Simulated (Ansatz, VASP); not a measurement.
# Sc3B2N: VASP beside Ansatz

```
CELL_PARAMETERS angstrom
5.30475 0.00000 0.00000
-2.65238 4.59405 0.00000
0.00000 0.00000 7.29066
ATOMIC_POSITIONS crystal
Sc 0.33333 0.66667 0.00000
Sc 0.66667 0.33333 0.00000
Sc 0.00000 0.00000 0.00000
B 0.00000 0.00000 0.68155
B 0.00000 0.00000 0.31845
N 0.00000 0.00000 0.50000
```

Alike in both runs: functional PBE; k mesh 12 × 12 × 6; occupations gaussian, width 0.1 eV; no spin polarisation.

Ansatz relaxed the structure, and its values are those at the end. VASP's run is a single point on that final structure, the one shown.

|  | VASP | Ansatz |
| --- | --- | --- |
| version | VASP 6.6.1 | Ansatz 0.2.0 |
| potentials or method | VASP PAW PBE potentials, release 64 (Sc_sv, B, N), cutoff 520 eV | scalar-relativistic, plane waves, PAW |
| valence electrons in the cell | 44 | 44 |

```csv
,VASP,Ansatz,Ansatz less VASP
gap on the k mesh at the Fermi level (eV),none,none,-
pressure (GPa),0.0,0.0,+0.02
rms of the force components (eV/Å),0.004,0.000,-0.0035
```

A gap of «none» marks a metal or a gap that the smearing closes.
